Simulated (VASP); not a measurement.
# Y (Immm) in VASP: further runs, part 3 of 3

VASP 6.6.1. The steps go on from the part before.

### 6 Single point, PBEsol (strain +0.0350 x Voigt [0, 0, 0, 1, 0, 0])

INCAR

```
PREC = Accurate ; ENCUT = 520
EDIFF = 1E-7 ; ISMEAR = 0
SIGMA = 0.15 ; LREAL = F
LASPH = T ; NELM = 100
ALGO = Fast ; ISIF = 2
LWAVE = F ; LCHARG = T
GGA = PS ; LELF = T
LVHAR = T ; NBANDS = 12
```

KPOINTS

```
regular mesh
0
Gamma
  16 16 16
```

POSCAR

```
Y
1.0
    0.0000000000      2.5284875000      2.5284875000
    2.4850000000      0.0434875000      2.4850000000
    2.4850000000      2.4850000000      0.0434875000
Y
1
Direct
    0.0000000000      0.0000000000      0.0000000000
```

Potentials or basis: VASP PAW PBE potentials, release 64 (Y_sv).

Started as:

```console
$ cat potpaw_PBE.64/Y_sv/POTCAR > POTCAR
$ mpirun -np 1 vasp_std > vasp.out
```

OUTCAR:

```text
PREC = Accurate
   ENCUT = 520
   EDIFF = 1E-7
   ISMEAR = 0
   LREAL = F
   LASPH = T
   NELM = 100
   ISIF = 2
   GGA = PS

 ion  position               nearest neighbor table
   1  0.000  0.000  0.000-

  LATTYP: Found a body centered orthorhombic cell.
 ALAT       =     3.4528200902
 B/A-ratio  =     1.0356234097
 C/A-ratio  =     1.4394031169

  Lattice vectors:

 A1 = (  -2.4850000000,   2.4850000000,   0.0434875000)
 A2 = (  -2.4850000000,  -2.4850000000,  -0.0434875000)
 A3 = (   2.4850000000,   0.0434875000,   2.4850000000)

Analysis of symmetry for initial positions (statically):
=====================================================================
 Subroutine PRICEL returns:
 Original cell was already a primitive cell.

 Routine SETGRP: Setting up the symmetry group for a
 body centered orthorhombic supercell.

 Subroutine GETGRP returns: Found  8 space group operations
 (whereof  8 operations were pure point group operations)
 out of a pool of  8 trial point group operations.

The static configuration has the point symmetry D_2h.

Analysis of symmetry for dynamics (positions and initial velocities):
=====================================================================
 Subroutine PRICEL returns:
 Original cell was already a primitive cell.

 Routine SETGRP: Setting up the symmetry group for a
 body centered orthorhombic supercell.

 Subroutine GETGRP returns: Found  8 space group operations
 (whereof  8 operations were pure point group operations)
 out of a pool of  8 trial point group operations.

The dynamic configuration has the point symmetry D_2h.

 Subroutine INISYM returns: Found  8 space group operations
 (whereof  8 operations are pure point group operations),
 and found     1 'primitive' translations

----------------------------------------------------------------------------------------

                                     Primitive cell

[... 114 lines left out ...]
   LHFCALC =     F    Hartree Fock is set to
   AEXX    =    0.0000 exact exchange contribution
   IVDW    =     0    specifies the selected vdW correction
   LEPSILON=     F    determine dielectric tensor
   LRPA    =     F    only Hartree local field effects (RPA)
 non-spin polarized calculation
 RMM-DIIS sequential band-by-band and
 Gauss-broadening in eV      SIGMA  =   0.15
  energy-cutoff  :      520.00
  volume of cell :       30.68
 maximum number of plane-waves:       855
   NGX = 13   NGY = 13   NGZ = 13

 number of electron      11.0000000 magnetization

 Free energy of the ion-electron system (eV)
  ---------------------------------------------------
  ext. energy  EPLUGINS =         0.00000000
  ---------------------------------------------------
  free energy    TOTEN  =        -6.80613901 eV

  energy without entropy =       -6.79006656  energy(sigma->0) =       -6.79810279

 E-fermi :   3.2678     XC(G=0):  -9.8005

 val. band max:        3.2666546772   @ k =   0.1875   0.5000   0.0000
 cond. band min:       3.2678633006   @ k =  -0.1250  -0.3750   0.1875
 fundamental gap:      0.0012086235
 Fermi energy:         3.2677516428

 k-point     1 :       0.0000    0.0000    0.0000
  band No.  band energies     occupation
      1     -39.1797      2.00000
      2     -18.8622      2.00000
      3     -18.8471      2.00000
      4     -18.8286      2.00000
      5      -1.5882      2.00000
      6       4.9018      0.00000
      7       5.0851      0.00000
      8       5.3219      0.00000
      9       7.2792      0.00000
     10       7.2823      0.00000
     11      12.4182      0.00000
     12      15.5437      0.00000
[... 331 lines left out ...]
 k-point    24 :      -0.1250    0.0625   -0.0000
  band No.  band energies     occupation
      1     -39.1612      2.00000
      2     -19.0060      2.00000
      3     -18.8797      2.00000
      4     -18.8543      2.00000
      5      -0.9600      2.00000
      6       4.4281      0.00000
      7       5.2349      0.00000
      8       5.5266      0.00000
      9       6.8019      0.00000
     10       7.3058      0.00000
     11      13.6826      0.00000
     12      14.2494      0.00000

 [... further k-points ...]

------------------------ aborting loop because EDIFF is reached ----------------------------------------

  FORCE on cell =-STRESS in cart. coord.  units (eV):
  Direction    XX          YY          ZZ          XY          YZ          ZX
  --------------------------------------------------------------------------------------
  -------------------------------------------------------------------------------------
  Total        0.0103234      0.0206884      0.0206884      0.0000000     -0.2347619      0.0000000
  in kB        0.5390849      1.0803405      1.0803405      0.0000000    -12.2591978      0.0000000
  external PRESSURE =       0.8999219 kB  Pullay stress =       0.0000000 kB

 VOLUME and BASIS-vectors are now :
 -----------------------------------------------------------------------------
  energy-cutoff  :      520.00
  volume of cell :       30.68
      direct lattice vectors                 reciprocal lattice vectors
     0.000000000  2.528487500  2.528487500    -0.201207243  0.197746677  0.197746677
     2.485000000  0.043487500  2.485000000     0.201207243 -0.204791087  0.204791087
     2.485000000  2.485000000  0.043487500     0.201207243  0.204791087 -0.204791087

 POSITION                                       TOTAL-FORCE (eV/Angst)
 -----------------------------------------------------------------------------------
      0.00000      0.00000      0.00000         0.000000      0.000000     -0.000000
 -----------------------------------------------------------------------------------
    total drift:                               -0.000000     -0.000000     -0.000000

  FREE ENERGIE OF THE ION-ELECTRON SYSTEM (eV)
  ---------------------------------------------------
  free  energy   TOTEN  =        -6.8061390108 eV

  energy  without entropy=       -6.7900665618  energy(sigma->0) =       -6.79810279
```

OSZICAR:

```text
N       E                     dE             d eps       ncg     rms          rms(c)
DAV:   1     0.246166031378E+02    0.24617E+02   -0.56378E+03 14960   0.841E+02
DAV:   2    -0.564191650983E+01   -0.30259E+02   -0.29379E+02 17908   0.166E+02
DAV:   3    -0.696857527154E+01   -0.13267E+01   -0.13048E+01 21184   0.224E+01
DAV:   4    -0.700439022566E+01   -0.35815E-01   -0.35790E-01 16660   0.345E+00
DAV:   5    -0.700515775075E+01   -0.76753E-03   -0.76749E-03 19392   0.388E-01    0.230E+01
RMM:   6    -0.683594726198E+01    0.16921E+00   -0.15651E-01 16674   0.244E+00    0.140E+01
RMM:   7    -0.680976751414E+01    0.26180E-01   -0.33896E-01 19912   0.359E+00    0.142E+00
RMM:   8    -0.680624995070E+01    0.35176E-02   -0.44146E-02 17716   0.151E+00    0.774E-01
RMM:   9    -0.680613962845E+01    0.11032E-03   -0.90628E-03 21259   0.585E-01    0.226E-01
RMM:  10    -0.680927711897E+01   -0.31375E-02   -0.81139E-03 21631   0.555E-01    0.136E+00
RMM:  11    -0.680608274360E+01    0.31944E-02   -0.59602E-03 18361   0.703E-01    0.105E-01
RMM:  12    -0.680612129147E+01   -0.38548E-04   -0.61855E-04 20404   0.219E-01    0.767E-02
RMM:  13    -0.680613306030E+01   -0.11769E-04   -0.12750E-04 21750   0.704E-02    0.216E-02
RMM:  14    -0.680613800164E+01   -0.49413E-05   -0.31247E-05 22841   0.364E-02    0.305E-03
RMM:  15    -0.680613875936E+01   -0.75772E-06   -0.54683E-06 21622   0.124E-02    0.128E-02
RMM:  16    -0.680613901708E+01   -0.25772E-06   -0.17941E-06 18770   0.704E-03    0.198E-03
RMM:  17    -0.680613901077E+01    0.63110E-08   -0.51004E-07 14882   0.328E-03
   1 F= -.68061390E+01 E0= -.67981028E+01  d E =-.160724E-01
```

stdout:

```text
POSCAR found type information on POSCAR Y
 POSCAR found :  1 types and       1 ions
 scaLAPACK will be used
 -----------------------------------------------------------------------------
|                                                                             |
|                                                                             |
|     You enforced a specific xc type in the INCAR file but a different       |
|     I HOPE YOU KNOW WHAT YOU ARE DOING!                                     |
|                                                                             |
 -----------------------------------------------------------------------------

 LDA part: xc-table for (Slater+PW92), standard interpolation
 POSCAR, INCAR and KPOINTS ok, starting setup
 FFT: planning ... GRIDC
 FFT: planning ... GRID_SOFT
 FFT: planning ... GRID
 WAVECAR not read
 entering main loop
WARNING in EDDRMM: call to ZHEGV failed, returncode =   8  4     12
WARNING in EDDRMM: call to ZHEGV failed, returncode =   8  4     12
WARNING in EDDRMM: call to ZHEGV failed, returncode =   6  3      7
WARNING in EDDRMM: call to ZHEGV failed, returncode =   6  3      7
WARNING in EDDRMM: call to ZHEGV failed, returncode =   8  4     11
WARNING in EDDRMM: call to ZHEGV failed, returncode =   6  3      7
WARNING in EDDRMM: call to ZHEGV failed, returncode =   6  3     10
WARNING in EDDRMM: call to ZHEGV failed, returncode =   6  3      8
WARNING in EDDRMM: call to ZHEGV failed, returncode =   8  4     11
WARNING in EDDRMM: call to ZHEGV failed, returncode =   6  3      5
WARNING in EDDRMM: call to ZHEGV failed, returncode =   6  3      6
WARNING in EDDRMM: call to ZHEGV failed, returncode =   6  3      6
WARNING in EDDRMM: call to ZHEGV failed, returncode =   8  4     10
```

Run time: 2.7 min. Hardware: 1 thread of Intel Xeon Platinum 8559C (Emerald Rapids), shared host; peak memory 0.38 GiB.

Results:

* Free energy: -6.8061 eV
* Pressure: 0.1 GPa
* Band gap on the k mesh: zero (an odd number of electrons rules out a gap without spin polarisation)

Levels at points of the mesh, in eV from the Fermi level:
```tsv
k point	band 3	band 4	band 5	band 6	band 7	band 8
(0.00, 0.00, 0.00)	-22.11	-22.10	-4.86	1.63	1.82	2.05
(0.50, 0.00, 0.00)	-22.19	-22.19	-2.10	0.70	1.54	1.87
(0.00, 0.50, 0.00)	-22.22	-22.22	-2.04	0.93	1.45	1.77
(0.50, 0.50, 0.00)	-22.36	-22.36	-1.89	-0.99	2.36	5.55
(0.00, 0.50, 0.50)	-22.39	-22.33	-1.89	-0.99	2.35	5.60
```

Caveat: the cell differs from its parent crystal (strain +0.0350 x Voigt [0, 0, 0, 1, 0, 0]); the PAW data sets were made with another functional, which shifts forces and pressure a little.

### 7 Overview

| cell | further INCAR settings | gap on the mesh (eV) | pressure (GPa) |
| --- | --- | --- | --- |
| a = 3.444, b = 3.515, c = 3.515 Å, angles 61.3, 60.7, 60.7°, 1 atom | ALGO = Fast; EDIFF = 1e-06; NBANDS = 12 | none | 0.1 |
| a = 3.567, b = 3.515, c = 3.515 Å, angles 59.0, 59.5, 59.5°, 1 atom | ALGO = Fast; EDIFF = 1e-06; NBANDS = 12 | none | 0.1 |
| a = 3.479, b = 3.514, c = 3.514 Å, angles 60.7, 60.3, 60.3°, 1 atom | ALGO = Fast; EDIFF = 1e-07; NBANDS = 12 | none | 0.1 |
| a = 3.532, b = 3.514, c = 3.514 Å, angles 59.7, 59.8, 59.8°, 1 atom | ALGO = Fast; EDIFF = 1e-07; NBANDS = 12 | none | 0.1 |
| a = 3.576, b = 3.515, c = 3.515 Å, angles 58.8, 59.4, 59.4°, 1 atom | ALGO = Fast; EDIFF = 1e-07; NBANDS = 12 | none | 0.1 |

Alike in all rows: task single point; level PBEsol; potentials or basis VASP PAW PBE potentials, release 64 (Y_sv); no spin polarisation; k mesh 16 × 16 × 16; cutoff (eV) 520; smearing gaussian 0.15 eV.

Caveats: the PAW data sets were made with another functional, which shifts forces and pressure a little.

Absolute energies hang on the potentials; compare differences alone.
